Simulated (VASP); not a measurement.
Here is a VASP 6.6.1 calculation.

Contents of INCAR:

```
  PREC = Accurate
  ENCUT = 500
  EDIFF = 1E-6
  ISMEAR = 0
  SIGMA = 0.1
  LREAL = F
  LASPH = T
  NELM = 120
  ALGO = Normal
  ISIF = 2
  LWAVE = F
  LCHARG = F
  GGA = PE
  NBANDS = 9
  GGA_COMPAT = F
```

The input KPOINTS:

```
regular mesh
0
Gamma
  9 9 9
```

File POSCAR:

```
S
1.0
    1.6951927729      0.9787200038      0.8775090794
   -1.6951927729      0.9787200038      0.8775090794
    0.0000000000     -1.9574400075      0.8775090795
S
1
Direct
    0.0000000000      0.0000000000      0.0000000000
```

Potentials or basis: VASP PAW PBE potentials, release 64 (S).

The run is started by

```sh
$ cat potpaw_PBE.64/S/POTCAR > POTCAR
$ mpirun -np 1 vasp_std > vasp.out
```

**Question.** What does it give for the band gap on the k mesh?

**Answer.** Zero (bands 3 and 4 overlap by 13.84 eV).

**Question.** Estimate the pressure.

**Answer.** 157.8 GPa.

Stress tensor (GPa, compression positive):
```
158.24   0.00   0.00
  0.00 158.24   0.00
  0.00   0.00 156.90
```

Caveat: the cell stands under pressure.
